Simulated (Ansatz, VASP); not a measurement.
## Ni2Pt in VASP and in Ansatz

```
CELL_PARAMETERS angstrom
2.66577 0.00000 0.00000
-1.33288 2.30862 0.00000
0.00000 0.00000 6.24724
ATOMIC_POSITIONS crystal
Ni 0.66667 0.33333 0.84672
Ni 0.33333 0.66667 0.15328
Pt 0.00000 0.00000 0.50000
```

Alike in both runs: functional PBE; k mesh 6 × 6 × 4; occupations gaussian, width 0.1 eV; collinear spin.

Ansatz relaxed the structure, and its values are those at the end. VASP's run is a single point on that final structure, the one shown.

```csv
,VASP,Ansatz
version,VASP 6.6.1,Ansatz 0.2.0
potentials or method,"VASP PAW PBE potentials, release 64 (Ni, Pt), cutoff 520 eV","scalar-relativistic, plane waves, PAW"
valence electrons in the cell,30,54
```

VASP gave:

| Quantity | Value |
| --- | --- |
| gap on the k mesh at the Fermi level (eV) | none |
| pressure (GPa) | -0.2 |
| rms of the force components (eV/Å) | 0.008 |
| net moment per atom (μB) | 0.56 |
| size of the moment on the site where the two differ most (μB) | 0.76 |

**Question.** What did Ansatz give for the same quantities?

**Answer.** gap on the k mesh at the Fermi level (eV): none; pressure (GPa): 0.1; rms of the force components (eV/Å): 0.001; net moment per atom (μB): 0.56; size of the moment on the site where the two differ most (μB): 0.80.

Site moments also hang on the region over which each program counts them. A gap of «none» marks a metal or a gap that the smearing closes. The functional is the same, so the differences come from potentials, cutoffs and numerics. VASP's potentials hold 30 valence electrons a cell and Ansatz's 54, so a difference there can come from the potentials and not from the codes.

The k mesh is coarse, so the values compare programs but aren't converged. Spin-orbit coupling is off throughout.
